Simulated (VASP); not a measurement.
# PrHRh3 (R3m) in VASP: notebook

Runs on PrHRh3. Level: PBE. Tasks: relaxation of shape and atoms at fixed volume.

All numbers are computed with VASP 6.6.1; they aren't measurements. Logs are shortened: lines on timing, memory, paths and dates and some standing lists are left out, and cuts for length are marked.

**1. The cell of the first run**

It takes space group R3m (No. 160, trigonal). The conventional cell has a = 5.965 Å, b = 5.965 Å, c = 7.318 Å, α = 90.00°, β = 90.00°, γ = 120.00°. Within 3.9 Å of Pr (site symmetry 3m) lie 12 Rh at 2.98 to 3.00 Å and 7 H at 3.11 to 3.87 Å. Within 2.5 Å of H (site symmetry 3m) lie 6 Rh at 1.88 to 2.44 Å. Rh (site symmetry m) has 2 H at 1.88 to 2.44 Å within 2.5 Å.

**2. Relaxation of shape and atoms at fixed volume, PBE (15.03 Å³/atom)**

The input, INCAR:

```
SYSTEM = PrHRh3
PREC = Accurate
ENCUT = 500
EDIFF = 1E-7
ISMEAR = 0
SIGMA = 0.1
LREAL = .FALSE.
LASPH = .TRUE.
NELM = 200
ALGO = Normal
ISIF = 4
LWAVE = .FALSE.
LCHARG = .FALSE.
GGA = PE
IBRION = 2
NSW = 50
EDIFFG = -0.01
GGA_COMPAT = .FALSE.
NELMIN = 4
LMAXMIX = 6
```

The input, KPOINTS:

```
regular mesh
0
G
  6 6 6
  0 0 0
```

The input, POSCAR:

```
PrHRh3
1.0
    2.9823892465      1.7218832343      2.4392787424
   -2.9823892465      1.7218832343      2.4392787424
    0.0000000000     -3.4437664685      2.4392787425
Pr H Rh
1 1 3
Direct
    0.9948584604      0.9948584604      0.9948584604
    0.5696570666      0.5696570666      0.5696570666
    0.4931433376      0.0028636177      0.4931433376
    0.4931433376      0.4931433376      0.0028636177
    0.0028636177      0.4931433376      0.4931433376
```

Potentials or basis: VASP PAW PBE potentials, release 64 (Pr_3, H, Rh_pv), 4f in core.

On the command line:

```bash
$ cat potpaw_PBE.64/Pr_3/POTCAR potpaw_PBE.64/H/POTCAR potpaw_PBE.64/Rh_pv/POTCAR > POTCAR
$ mpirun -np 1 vasp_std > vasp.out
```

OUTCAR:

```text
SYSTEM = PrHRh3
   PREC = Accurate
   ENCUT = 500
   EDIFF = 1E-7
   ISMEAR = 0
   LREAL = .FALSE.
   LASPH = .TRUE.
   NELM = 200
   ISIF = 4
   GGA = PE
   IBRION = 2
   NSW = 50
   EDIFFG = -0.01
   NELMIN = 4

 ion  position               nearest neighbor table
   1  0.995  0.995  0.995-   4 2.98   3 2.98   5 2.98   3 2.98   5 2.98   5 2.98   3 2.98   4 2.98
                             4 2.98   4 3.00   3 3.00   5 3.00
   2  0.570  0.570  0.570-   4 1.88   3 1.88   5 1.88
   3  0.493  0.003  0.493-   2 1.88   4 2.92   5 2.92   1 2.98   1 2.98   1 2.98   5 2.99   5 2.99
                             4 2.99   4 2.99   1 3.00   4 3.04   5 3.04
   4  0.493  0.493  0.003-   2 1.88   3 2.92   5 2.92   1 2.98   1 2.98   1 2.98   3 2.99   5 2.99
                             5 2.99   3 2.99   1 3.00   5 3.04   3 3.04
   5  0.003  0.493  0.493-   2 1.88   4 2.92   3 2.92   1 2.98   1 2.98   1 2.98   3 2.99   3 2.99
                             4 2.99   4 2.99   1 3.00   4 3.04   3 3.04

  LATTYP: Found a trigonal (rhomboedric) cell.
 ALAT       =     4.2201431579
 COS(alpha) =     0.0011407908

  Lattice vectors:

 A1 = (   2.9823892465,   1.7218832343,   2.4392787424)
 A2 = (  -2.9823892465,   1.7218832343,   2.4392787424)
 A3 = (   0.0000000000,  -3.4437664685,   2.4392787425)

Analysis of symmetry for initial positions (statically):
=====================================================================
 Subroutine PRICEL returns:
 Original cell was already a primitive cell.

 Routine SETGRP: Setting up the symmetry group for a
 trigonal (rhombohedral) supercell.

 Subroutine GETGRP returns: Found  6 space group operations
 (whereof  6 operations were pure point group operations)
 out of a pool of 12 trial point group operations.

The static configuration has the point symmetry C_3v.

Analysis of symmetry for dynamics (positions and initial velocities):
=====================================================================
 Subroutine PRICEL returns:
 Original cell was already a primitive cell.

 Routine SETGRP: Setting up the symmetry group for a
 trigonal (rhombohedral) supercell.

 Subroutine GETGRP returns: Found  6 space group operations
 (whereof  6 operations were pure point group operations)
 out of a pool of 12 trial point group operations.

The dynamic configuration has the point symmetry C_3v.

 Subroutine INISYM returns: Found  6 space group operations
[... 117 lines left out ...]
   EFERMI =   0.00;   METHOD = LEGACY
   ISMEAR =     0;   SIGMA  =   0.10  broadening in eV -4-tet -1-fermi 0-gaus
   EFERMI_NEDOS =   21; number of points for ismear=-14 and -15
   IALGO  =     38    algorithm
   IMIX   =      4    mixing-type and parameters
     AMIX     =   0.40;   BMIX     =  1.00
     AMIX_MAG =   1.60;   BMIX_MAG =  1.00
  volume/ion in A,a.u.               =      15.03       101.44
  Fermi-wavevector in a.u.,A,eV,Ry     =   1.492930  2.821229 30.325223  2.228841
  Thomas-Fermi vector in A             =   2.605396
   LORBIT       =      0    0 simple, 1 ext, 2 COOP (PROOUT), +10 PAW based schemes
   GGA     = PE    functional components
   LHFCALC =     F    Hartree Fock is set to
   AEXX    =    0.0000 exact exchange contribution
   IVDW    =     0    specifies the selected vdW correction
   LEPSILON=     F    determine dielectric tensor
   LRPA    =     F    only Hartree local field effects (RPA)
 conjugate gradient relaxation of ions
 non-spin polarized calculation
 Gauss-broadening in eV      SIGMA  =   0.10
  energy-cutoff  :      500.00
  volume of cell :       75.16
 maximum number of plane-waves:      1935
   NGX = 15   NGY = 15   NGZ = 15

--------------------------------------- Ionic step        1  -------------------------------------------

 number of electron      57.0000016 magnetization

 Free energy of the ion-electron system (eV)
  ---------------------------------------------------
  ext. energy  EPLUGINS =         0.00000000
  ---------------------------------------------------
  free energy    TOTEN  =       -31.46285965 eV

  energy without entropy =      -31.43537533  energy(sigma->0) =      -31.44911749

------------------------ aborting loop because EDIFF is reached ----------------------------------------

  FORCE on cell =-STRESS in cart. coord.  units (eV):
  Direction    XX          YY          ZZ          XY          YZ          ZX
  --------------------------------------------------------------------------------------
  -------------------------------------------------------------------------------------
  Total       -1.9623477     -1.9623477     -1.8704107     -0.0000000      0.0000000      0.0000000
  in kB      -41.8317307    -41.8317307    -39.8718924     -0.0000000      0.0000000      0.0000000
  external PRESSURE =     -41.1784513 kB  Pullay stress =       0.0000000 kB
[... 98 lines left out ...]
  FREE ENERGIE OF THE ION-ELECTRON SYSTEM (eV)
  ---------------------------------------------------
  free  energy   TOTEN  =       -31.4635997913 eV

  energy  without entropy=      -31.4364560625  energy(sigma->0) =      -31.45002793

[... ionic steps 4 to 12 ...]

--------------------------------------- Ionic step       13  -------------------------------------------

 number of electron      56.9999985 magnetization

------------------------ aborting loop because EDIFF is reached ----------------------------------------
[... 73 lines left out ...]
--------------------------------------- Ionic step       15  -------------------------------------------

 number of electron      56.9999981 magnetization

 Free energy of the ion-electron system (eV)
  ---------------------------------------------------
  ext. energy  EPLUGINS =         0.00000000
  ---------------------------------------------------
  free energy    TOTEN  =       -31.46636201 eV

  energy without entropy =      -31.44352780  energy(sigma->0) =      -31.45494491

 E-fermi :   7.6297     XC(G=0): -12.3804

 val. band max:        7.6045773438   @ k =   0.3333   0.0000   0.0000
 cond. band min:       7.6354362520   @ k =   0.5000   0.3333   0.1667
 fundamental gap:      0.0308589082
 Fermi energy:         7.6297031502

 k-point     1 :       0.0000    0.0000    0.0000
  band No.  band energies     occupation
      1     -38.2228      2.00000
      2     -38.1731      2.00000
      3     -38.1731      2.00000
      4     -38.0248      2.00000
      5     -38.0248      2.00000
      6     -38.0063      2.00000
[... 877 lines left out ...]
     33      10.8383      0.00000
     34      11.1189      0.00000

 [... further k-points ...]
[... 5 lines left out ...]
  --------------------------------------------------------------------------------------
  -------------------------------------------------------------------------------------
  Total       -1.6808715     -1.6808715     -1.6676981     -0.0000000     -0.0000000      0.0000000
  in kB      -35.8314512    -35.8314512    -35.5506303     -0.0000000     -0.0000000      0.0000000
  external PRESSURE =     -35.7378443 kB  Pullay stress =       0.0000000 kB
[... 20 lines left out ...]
  FREE ENERGIE OF THE ION-ELECTRON SYSTEM (eV)
  ---------------------------------------------------
  free  energy   TOTEN  =       -31.4663620122 eV

  energy  without entropy=      -31.4435278036  energy(sigma->0) =      -31.45494491

 reached required accuracy - stopping structural energy minimisation
```

OSZICAR:

```text
N       E                     dE             d eps       ncg     rms          rms(c)
DAV:   1     0.648596807823E+03    0.64860E+03   -0.33674E+04  2176   0.175E+03
DAV:   2    -0.766776758354E+01   -0.65626E+03   -0.64638E+03  2346   0.530E+02
[... 127 lines left out ...]
DAV:   1    -0.314659920496E+02    0.29732E-03   -0.52416E-02  2690   0.297E+00    0.504E-02
DAV:   2    -0.314663653938E+02   -0.37334E-03   -0.40624E-03  2184   0.540E-01    0.256E-02
DAV:   3    -0.314663631514E+02    0.22424E-05   -0.55718E-05  2678   0.473E-02    0.133E-02
DAV:   4    -0.314663619799E+02    0.11714E-05   -0.61702E-06  2500   0.146E-02    0.591E-03
DAV:   5    -0.314663619789E+02    0.99772E-09   -0.13978E-06  2504   0.751E-03    0.268E-03
DAV:   6    -0.314663620122E+02   -0.33253E-07   -0.10584E-07  1238   0.251E-03
  15 F= -.31466362E+02 E0= -.31454945E+02  d E =-.726197E-04
```

CONTCAR:

```text
PrHRh3
   1.00000000000000
     2.9831382270293147    1.7223156584921342    2.4380540300893951
    -2.9831382270293147    1.7223156584921333    2.4380540300893951
     0.0000000000000002   -3.4446313168359048    2.4380540301553055
  Pr              H               Rh
     1     1     3
Direct
     0.9896416288236656    0.9896416288236656    0.9896416288236431
     0.5877485404975995    0.5877485404975995    0.5877485404976684
     0.4872321154354264    0.0018114197078538    0.4872321154354425
     0.4872321154354659    0.4872321154354659    0.0018114197078146
     0.0018114197078538    0.4872321154354264    0.4872321154354425

  0.00000000E+00  0.00000000E+00  0.00000000E+00
  0.00000000E+00  0.00000000E+00  0.00000000E+00
  0.00000000E+00  0.00000000E+00  0.00000000E+00
  0.00000000E+00  0.00000000E+00  0.00000000E+00
  0.00000000E+00  0.00000000E+00  0.00000000E+00
```

Wall time 4.6 min (1 thread of Intel Xeon 6975P-C (Granite Rapids), shared host); peak memory 0.22 GiB.

Results:

| Property | Result |
| --- | --- |
| Free energy | -31.4664 eV |
| Energy gained by relaxing | 0.7 meV/atom |
| Ionic steps | 15 |
| Pressure after relaxing | -3.6 GPa |
| Largest force after relaxing | 0.007 eV/Å |
| Band gap on the k mesh | zero (an odd number of electrons rules out a gap without spin polarisation) |

Forces in eV/Å, atoms in the order of the input:
```
Pr   0.000  0.000 -0.004
H    0.000  0.000  0.004
Rh   0.006 -0.004  0.000
Rh   0.000  0.007  0.000
Rh  -0.006 -0.004  0.000
```

Step by step:
```csv
step,energy change (eV),largest force (eV/Å),pressure (GPa),volume (Å³)
1,0.0000,0.0525,-4.12,75.16
2,-0.0004,0.0464,-4.08,75.16
3,-0.0007,0.0323,-4.01,75.16
4,-0.0007,0.0308,-4.01,75.16
5,-0.0009,0.0284,-3.99,75.16
6,-0.0011,0.0295,-3.96,75.16
7,-0.0013,0.0252,-3.94,75.16
8,-0.0019,0.0228,-3.88,75.16
9,-0.0027,0.0198,-3.82,75.16
10,-0.0028,0.0694,-3.63,75.16
11,-0.0030,0.0460,-3.72,75.16
12,-0.0032,0.0331,-3.68,75.16
13,-0.0034,0.0194,-3.61,75.16
14,-0.0034,0.0199,-3.60,75.16
15,-0.0035,0.0074,-3.57,75.16
```

Final structure:
```xyz
5
Lattice="2.9831 1.7223 2.4381 -2.9831 1.7223 2.4381 0.0000 -3.4446 2.4381" Properties=species:S:1:pos:R:3 pbc="T T T"
Pr    0.0000    0.0000    7.2384
H     0.0000    0.0000    4.2989
Rh    1.4481   -0.8360    2.3802
Rh    0.0000    1.6721    2.3802
Rh   -1.4481   -0.8360    2.3802
```

Levels at points of the mesh, in eV from the Fermi level:
| k point | band 26 | band 27 | band 28 | band 29 | band 30 | band 31 |
| --- | --- | --- | --- | --- | --- | --- |
| (0.00, 0.00, 0.00) | 0.35 | 0.58 | 0.58 | 0.63 | 1.89 | 3.67 |
| (0.50, 0.00, 0.00) | -0.87 | -0.85 | -0.74 | -0.27 | 0.59 | 2.27 |
| (0.50, 0.50, 0.00) | -1.23 | -1.18 | -0.78 | -0.68 | -0.45 | 2.36 |
| (0.50, 0.50, 0.50) | -1.20 | 0.34 | 0.34 | 0.37 | 2.80 | 2.86 |

Caveat: spin-orbit coupling is left out, which moves the levels of the heavy elements; the 4f electrons are frozen in the core, so they carry no moment and show no levels. Spin polarisation is off, so any magnetic state and its effect on volume and gap are missing.

(Part 1 of 2 ends here.)

The gap in the log of VASP goes by the Fermi energy; the results here count the filled bands.